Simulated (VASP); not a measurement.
# Si in VASP: a series of runs

Si is run at these levels: PBEsol; tasks: single point.

Everything below comes from runs of VASP 6.6.1. Logs are shortened: lines on timing, memory, paths and dates and some standing lists are left out, and cuts for length are marked.

### 1 The cell of the first run

The cell holds a slab with vacuum, 11 atoms: a = 3.842 Å, b = 3.842 Å, c = 28.583 Å, α = 90.00°, β = 90.00°, γ = 90.00°.

### 2 Single point, PBEsol

Input file INCAR:

```
SYSTEM = Si
PREC = Accurate ; ENCUT = 520
EDIFF = 1E-6 ; ISMEAR = 1
SIGMA = 0.2 ; LREAL = .False.
LASPH = .True. ; NELM = 80
ALGO = Normal ; ISIF = 2
LWAVE = .False. ; LCHARG = .False.
LDIPOL = .True. ; IDIPOL = 3
DIPOL = 0.5 0.5 0.500 ; GGA = PS
NBANDS = 33
```

Input file KPOINTS:

```
Automatic mesh
0
Gamma
  9 9 1
  0 0 0
```

Input file POSCAR:

```
Si
1.0
    3.8417168278      0.0000000000      0.0000000000
    0.0000000000      3.8417168278      0.0000000000
    0.0000000000      0.0000000000     28.5825201018
Si
11
Direct
    0.0000000000      0.5000000000      0.2623981361
    0.0000000000      0.0000000000      0.3099185089
    0.5000000000      0.0000000000      0.3574388817
    0.5000000000      0.5000000000      0.4049592544
    0.0000000000      0.5000000000      0.4524796272
    0.0000000000      0.0000000000      0.5000000000
    0.5000000000      0.0000000000      0.5475203728
    0.5000000000      0.5000000000      0.5950407456
    0.0000000000      0.5000000000      0.6425611183
    0.0000000000      0.0000000000      0.6900814911
    0.5000000000      0.0000000000      0.7376018639
```

Potentials or basis: VASP PAW PBE potentials, release 64 (Si).

Command:

```bash
> cat potpaw_PBE.64/Si/POTCAR > POTCAR
> mpirun -np 1 vasp_std > vasp.out
```

OUTCAR:

```text
SYSTEM = Si
   PREC = Accurate
   ENCUT = 520
   EDIFF = 1E-6
   ISMEAR = 1
   LREAL = .False.
   LASPH = .True.
   NELM = 80
   ISIF = 2
   GGA = PS

 ion  position               nearest neighbor table
   1  0.000  0.500  0.262-   2 2.35   2 2.35
   2  0.000  0.000  0.310-   1 2.35   1 2.35   3 2.35   3 2.35
   3  0.500  0.000  0.357-   4 2.35   4 2.35   2 2.35   2 2.35
   4  0.500  0.500  0.405-   3 2.35   3 2.35   5 2.35   5 2.35
   5  0.000  0.500  0.452-   4 2.35   6 2.35   6 2.35   4 2.35
   6  0.000  0.000  0.500-   5 2.35   7 2.35   5 2.35   7 2.35
   7  0.500  0.000  0.548-   6 2.35   8 2.35   8 2.35   6 2.35
   8  0.500  0.500  0.595-   9 2.35   9 2.35   7 2.35   7 2.35
   9  0.000  0.500  0.643-   8 2.35   8 2.35  10 2.35  10 2.35
  10  0.000  0.000  0.690-  11 2.35  11 2.35   9 2.35   9 2.35
  11  0.500  0.000  0.738-  10 2.35  10 2.35

  LATTYP: Found a simple tetragonal cell.
 ALAT       =     3.8417168278
 C/A-ratio  =     7.4400382389

  Lattice vectors:

 A1 = (   3.8417168278,   0.0000000000,   0.0000000000)
 A2 = (   0.0000000000,   3.8417168278,   0.0000000000)
 A3 = (   0.0000000000,   0.0000000000,  28.5825201018)

Analysis of symmetry for initial positions (statically):
=====================================================================
 Subroutine PRICEL returns:
 Original cell was already a primitive cell.

 Routine SETGRP: Setting up the symmetry group for a
 simple tetragonal supercell.

 Subroutine GETGRP returns: Found  8 space group operations
 (whereof  8 operations were pure point group operations)
 out of a pool of 16 trial point group operations.

The static configuration has the point symmetry D_2d.

Analysis of symmetry for dynamics (positions and initial velocities):
=====================================================================
 Subroutine PRICEL returns:
 Original cell was already a primitive cell.

 Routine SETGRP: Setting up the symmetry group for a
 simple tetragonal supercell.

 Subroutine GETGRP returns: Found  8 space group operations
 (whereof  8 operations were pure point group operations)
 out of a pool of 16 trial point group operations.

The dynamic configuration has the point symmetry D_2d.

 Subroutine INISYM returns: Found  8 space group operations
 (whereof  8 operations are pure point group operations),
 and found     1 'primitive' translations

----------------------------------------------------------------------------------------

                                     Primitive cell

  volume of cell :     421.8434

  direct lattice vectors                    reciprocal lattice vectors
     3.841716828  0.000000000  0.000000000     0.260300289  0.000000000  0.000000000
     0.000000000  3.841716828  0.000000000     0.000000000  0.260300289  0.000000000
     0.000000000  0.000000000 28.582520102     0.000000000  0.000000000  0.034986418

  length of vectors
     3.841716828  3.841716828 28.582520102     0.260300289  0.260300289  0.034986418

  position of ions in fractional coordinates (direct lattice)
     0.000000000  0.500000000  0.262398136
     0.000000000  0.000000000  0.309918509
     0.500000000  0.000000000  0.357438882
     0.500000000  0.500000000  0.404959254
     0.000000000  0.500000000  0.452479627
     0.000000000  0.000000000  0.500000000
     0.500000000  0.000000000  0.547520373
     0.500000000  0.500000000  0.595040746
     0.000000000  0.500000000  0.642561118
     0.000000000  0.000000000  0.690081491
     0.500000000  0.000000000  0.737601864

  ion indices of the primitive-cell ions
   primitive index   ion index
                 1           1
                 2           2
                 3           3
                 4           4
                 5           5
                 6           6
                 7           7
                 8           8
                 9           9
                10          10
                11          11

----------------------------------------------------------------------------------------

 KPOINTS: Automatic mesh

Automatic generation of k-mesh.
 Grid dimensions read from file:
 generate k-points for:    9    9    1

 Generating k-lattice:

  Cartesian coordinates                     Fractional coordinates (reciprocal lattice)
     0.028922254  0.000000000  0.000000000     0.111111111  0.000000000  0.000000000
     0.000000000  0.028922254  0.000000000     0.000000000  0.111111111  0.000000000
     0.000000000  0.000000000  0.034986418     0.000000000  0.000000000  1.000000000

  Length of vectors
     0.028922254  0.028922254  0.034986418

  Shift w.r.t. Gamma in fractional coordinates (k-lattice)
     0.000000000  0.000000000  0.000000000

 Subroutine IBZKPT returns following result:
 ===========================================

 Found     15 irreducible k-points:

 Following reciprocal coordinates:
            Coordinates               Weight
  0.000000  0.000000  0.000000      1.000000
  0.111111  0.000000  0.000000      4.000000
  0.222222  0.000000  0.000000      4.000000
  0.333333  0.000000  0.000000      4.000000
  0.444444  0.000000  0.000000      4.000000
  0.111111  0.111111  0.000000      4.000000
  0.222222  0.111111  0.000000      8.000000
  0.333333  0.111111  0.000000      8.000000
  0.444444  0.111111  0.000000      8.000000
  0.222222  0.222222  0.000000      4.000000
  0.333333  0.222222  0.000000      8.000000
  0.444444  0.222222  0.000000      8.000000
  0.333333  0.333333  0.000000      4.000000
  0.444444  0.333333  0.000000      8.000000
  0.444444  0.444444  0.000000      4.000000
   k-points           NKPTS =     15   k-points in BZ     NKDIM =     15   number of bands    NBANDS=     33
   number of dos      NEDOS =    301   number of ions     NIONS =     11
   total plane-waves  NPLWV = 194400
   dimension x,y,z NGX =    30 NGY =   30 NGZ =  216
   dimension x,y,z NGXF=    60 NGYF=   60 NGZF=  432
   ions per type =              11
   NGX,Y,Z   is equivalent  to a cutoff of  12.98, 12.98, 12.56 a.u.
   NGXF,Y,Z  is equivalent  to a cutoff of  25.96, 25.96, 25.13 a.u.
 SYSTEM =  Si
   PREC   = accura    normal or accurate (medium, high low for compatibility)
   ISTART =      0    job   : 0-new  1-cont  2-samecut
   ICHARG =      2    charge: 1-file 2-atom 10-const
   ISPIN  =      1    spin polarized calculation?
   LNONCOLLINEAR =      F non collinear calculations
   LSORBIT =      F    spin-orbit coupling
   LASPH  =      T    aspherical Exc in radial PAW
   ENCUT  =  520.0 eV  38.22 Ry    6.18 a.u.   7.14  7.14 53.14*2*pi/ulx,y,z
   NELM   =     80;   NELMIN=  2; NELMDL= -5     # of ELM steps
   EDIFF  = 0.1E-05   stopping-criterion for ELM
   LREAL  =      F    real-space projection
   EDIFFG = 0.1E-04   stopping-criterion for IOM
   NSW    =      0    number of steps for IOM
   IBRION =     -1    ionic relax: 0-MD 1-quasi-New 2-CG
   NFREE  =      0    steps in history (QN), initial steepest desc. (CG)
   ISIF   =      2    stress and relaxation
   ISYM   =      2    0-nonsym 1-usesym 2-fastsym
   POTIM  = 0.5000    time-step for ionic-motion
   TEBEG  =    0.0;   TEEND  =   0.0 temperature during run
   PSTRESS=    0.0 pullay stress
   NELECT =      44.0000    total number of electrons
   NUPDOWN=      -1.0000    fix difference up-down
   EMIN   =  10.00;   EMAX   =-10.00  energy-range for DOS
   EFERMI =   0.00;   METHOD = LEGACY
   ISMEAR =     1;   SIGMA  =   0.20  broadening in eV -4-tet -1-fermi 0-gaus
   EFERMI_NEDOS =   21; number of points for ismear=-14 and -15
   IALGO  =     38    algorithm
   IMIX   =      4    mixing-type and parameters
     AMIX     =   0.40;   BMIX     =  1.00
     AMIX_MAG =   1.60;   BMIX_MAG =  1.00
  volume/ion in A,a.u.               =      38.35       258.79
  Fermi-wavevector in a.u.,A,eV,Ry     =   0.770623  1.456266  8.079954  0.593860
  Thomas-Fermi vector in A             =   1.871867
   LORBIT       =      0    0 simple, 1 ext, 2 COOP (PROOUT), +10 PAW based schemes
   GGA     = PS    functional components
   LHFCALC =     F    Hartree Fock is set to
   AEXX    =    0.0000 exact exchange contribution
   IVDW    =     0    specifies the selected vdW correction
   LEPSILON=     F    determine dielectric tensor
   LRPA    =     F    only Hartree local field effects (RPA)
 non-spin polarized calculation
 Methfessel and Paxton  Order N= 1 SIGMA  =   0.20
  energy-cutoff  :      520.00
  volume of cell :      421.84
 maximum number of plane-waves:     11380
 NGX is ok and might be reduce to    30
   NGX = 15   NGY = 15   NGZ =107

 dipolmoment           0.000000      0.000000      0.000000 electrons x Angstroem

 number of electron      43.9999999 magnetization

 dipolmoment           0.000000      0.000000     -0.000000 electrons x Angstroem

 Free energy of the ion-electron system (eV)
  ---------------------------------------------------
  ext. energy  EPLUGINS =         0.00000000
  ---------------------------------------------------
  free energy    TOTEN  =       -58.96692193 eV

  energy without entropy =      -58.95387999  energy(sigma->0) =      -58.96257461

 E-fermi :   0.3460     XC(G=0):  -5.6469

 val. band max:        0.3151029019   @ k =   0.4444   0.2222   0.0000
 cond. band min:       0.3537216082   @ k =   0.3333   0.3333   0.0000
 fundamental gap:      0.0386187062
 Fermi energy:         0.3459983259

 k-point     1 :       0.0000    0.0000    0.0000
  band No.  band energies     occupation
      1     -11.3690      2.00000
      2     -10.9110      2.00000
      3     -10.2550      2.00000
      4      -9.3867      2.00000
      5      -8.3173      2.00000
      6      -7.0798      2.00000
[... 25 lines left out ...]
     32       3.2705     -0.00000
     33       3.7802     -0.00000

 k-point     2 :       0.1111    0.0000    0.0000
  band No.  band energies     occupation
      1     -11.2619      2.00000
      2     -10.8073      2.00000
      3     -10.1575      2.00000
      4      -9.3003      2.00000
      5      -8.2521      2.00000
      6      -7.0452      2.00000
[... 25 lines left out ...]
     32       3.5114     -0.00000
     33       3.7986     -0.00000

 k-point     3 :       0.2222    0.0000    0.0000
  band No.  band energies     occupation
      1     -10.9446      2.00000
      2     -10.5023      2.00000
      3      -9.8768      2.00000
      4      -9.0670      2.00000
      5      -8.1353      2.00000
      6      -6.9746      2.00000
[... 25 lines left out ...]
     32       3.9516     -0.00000
     33       4.1604     -0.00000

 k-point     4 :       0.3333    0.0000    0.0000
  band No.  band energies     occupation
      1     -10.4312      2.00000
      2     -10.0205      2.00000
      3      -9.4646      2.00000
      4      -8.8161      2.00000
      5      -8.2892      2.00000
      6      -6.8807      2.00000
[... 349 lines left out ...]
     32       4.2468     -0.00000
     33       5.1629      0.00000

 k-point    14 :       0.4444    0.3333    0.0000
  band No.  band energies     occupation
      1      -8.8019      2.00000
      2      -8.5031      2.00000
      3      -8.2002      2.00000
      4      -8.0578      2.00000
      5      -7.7513      2.00000
      6      -6.4985      2.00000
[... 25 lines left out ...]
     32       4.0238     -0.00000
     33       4.8386      0.00000

 k-point    15 :       0.4444    0.4444    0.0000
  band No.  band energies     occupation
      1      -8.1044      2.00000
      2      -7.8515      2.00000
      3      -7.6060      2.00000
      4      -7.4270      2.00000
      5      -7.2705      2.00000
      6      -7.0734      2.00000
[... 25 lines left out ...]
     32       3.8557     -0.00000
     33       4.3881      0.00000

------------------------ aborting loop because EDIFF is reached ----------------------------------------

 vacuum level on the upper side and lower side of the slab       (xc-potential included)        -0.128        -0.128

  FORCE on cell =-STRESS in cart. coord.  units (eV):
  Direction    XX          YY          ZZ          XY          YZ          ZX
  --------------------------------------------------------------------------------------
  -------------------------------------------------------------------------------------
  Total       -2.2139170     -2.2139170     -0.5849250      0.0000000      0.0000000      0.0000000
  in kB       -8.4085422     -8.4085422     -2.2215676      0.0000000      0.0000000      0.0000000
  external PRESSURE =      -6.3462174 kB  Pullay stress =       0.0000000 kB

 VOLUME and BASIS-vectors are now :
 -----------------------------------------------------------------------------
  energy-cutoff  :      520.00
  volume of cell :      421.84
      direct lattice vectors                 reciprocal lattice vectors
     3.841716828  0.000000000  0.000000000     0.260300289  0.000000000  0.000000000
     0.000000000  3.841716828  0.000000000     0.000000000  0.260300289  0.000000000
     0.000000000  0.000000000 28.582520102     0.000000000  0.000000000  0.034986418

 POSITION                                       TOTAL-FORCE (eV/Angst)
 -----------------------------------------------------------------------------------
      0.00000      1.92086      7.50000         0.000000     -0.000000      0.102991
      0.00000      0.00000      8.85825         0.000000      0.000000     -0.056197
      1.92086      0.00000     10.21650         0.000000     -0.000000      0.027146
      1.92086      1.92086     11.57476         0.000000     -0.000000     -0.079608
      0.00000      1.92086     12.93301         0.000000      0.000000     -0.004004
      0.00000      0.00000     14.29126        -0.000000      0.000000      0.000000
      1.92086      0.00000     15.64951         0.000000      0.000000      0.004004
      1.92086      1.92086     17.00776         0.000000      0.000000      0.079608
      0.00000      1.92086     18.36602         0.000000      0.000000     -0.027146
      0.00000      0.00000     19.72427         0.000000      0.000000      0.056197
      1.92086      0.00000     21.08252         0.000000      0.000000     -0.102991
 -----------------------------------------------------------------------------------
    total drift:                               -0.000000      0.000000     -0.000000

  FREE ENERGIE OF THE ION-ELECTRON SYSTEM (eV)
  ---------------------------------------------------
  free  energy   TOTEN  =       -58.9669219256 eV

  energy  without entropy=      -58.9538799934  energy(sigma->0) =      -58.96257461

 vacuum level on the upper side and lower side of the slab         5.667         5.667
```

Wall time 13 min (1 thread of Intel Xeon 8259CL, shared host); peak memory 0.51 GiB.

What came out:

```
Free energy            : -58.9669 eV
Largest force          : 0.103 eV/Å
Band gap on the k mesh : zero (bands 22 and 23 overlap by 0.89 eV)
```

Forces in eV/Å, atoms in the order of the input:
```
Si   0.000  0.000  0.103
Si   0.000  0.000 -0.056
Si   0.000  0.000  0.027
Si   0.000  0.000 -0.080
Si   0.000  0.000 -0.004
Si   0.000  0.000  0.000
Si   0.000  0.000  0.004
Si   0.000  0.000  0.080
Si   0.000  0.000 -0.027
Si   0.000  0.000  0.056
Si   0.000  0.000 -0.103
```

Levels at points of the mesh, in eV from the Fermi level:
```tsv
k point	band 18	band 19	band 20	band 21	band 22	band 23	band 24	band 25	band 26	band 27
(0.00, 0.00, 0.00)	-0.90	-0.18	-0.18	-0.10	0.35	0.76	0.79	1.30	1.34	1.98
```

Caveat: the PAW data sets were made with another functional, which shifts forces and pressure a little.

(Continued in part 2 of 2.)

The gap in the log of VASP goes by the Fermi energy; the results here count the filled bands.